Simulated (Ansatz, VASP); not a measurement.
## One calculation of Ta2N, two programs

```
CELL_PARAMETERS angstrom
2.98835 0.00000 0.00000
-1.49417 2.58798 0.00000
0.00000 0.00000 4.86984
ATOMIC_POSITIONS crystal
Ta 0.33333 0.66667 0.25471
Ta 0.66667 0.33333 0.74529
N 0.00000 0.00000 0.00000
```

Change from the starting cell: strain_xy = -0.04.

Alike in both runs: functional PBEsol; k mesh 10 × 10 × 6; occupations fermi-dirac, width 0.05 eV; no spin polarisation.

```csv
,VASP,Ansatz
version,VASP 6.6.1,Ansatz 0.2.0
potentials or method,"VASP PAW PBE potentials, release 64 (Ta_pv, N), cutoff 520 eV","all-electron LAPW, scalar-relativistic"
task,single point,band structure
```

```tsv
	VASP	Ansatz	Ansatz less VASP
gap on the k mesh at the Fermi level (eV)	none	none	-
pressure (GPa)	17.4	16.5	-0.96
traceless stress, the component that is largest in VASP (GPa)	-5.93	-5.96	-0.032
rms of the force components (eV/Å)	0.289	0.253	-0.0356
```

VASP's potentials were made for PBE, not for PBEsol. Atom by atom the forces differ by 0.036 eV/Å (rms over components). A gap of «none» marks a metal or a gap that the smearing closes. Ansatz ran all-electron here, and VASP with PAW potentials.

Spin-orbit coupling is off throughout.
